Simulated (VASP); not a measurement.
Crystal: Ta.

```xyz
1
Lattice="0.0000 2.0924 2.0924 2.0924 0.0000 2.0924 2.0924 2.0924 0.0000" Properties=species:S:1:pos:R:3 pbc="T T T"
Ta    0.0000    0.0000    0.0000
```

```yaml
Program: VASP 6.6.1
Task: relaxation of cell and atoms
Functional: PBE
Potentials_or_basis: VASP PAW PBE potentials, release 64 (Ta_pv)
Cutoff: 600 eV
k_mesh: 16 × 16 × 16
Occupations: fermi-dirac, width 0.08 eV
Spin: no spin polarisation
```

At the start: pressure 5.8 GPa; volume 18.32 Å³/atom.

Task: Where does the relaxation end?

Result: Over 4 steps the energy falls by 9.3 meV/atom and the volume is 18.85 Å³/atom (+2.9 %); space group Fm-3m (No. 225, to 0.05 Å).

The path:
```tsv
step	energy change (eV)	largest force (eV/Å)	pressure (GPa)	volume (Å³)
1	0.0000	0.0000	5.77	18.32
2	0.0375	0.0000	-11.14	20.13
3	-0.0093	0.0000	-0.12	18.86
4	-0.0093	0.0000	-0.01	18.85
```

Final structure:
```
CELL_PARAMETERS angstrom
0.00000 2.11231 2.11231
2.11231 0.00000 2.11231
2.11231 2.11231 0.00000
ATOMIC_POSITIONS crystal
Ta 0.00000 0.00000 0.00000
```
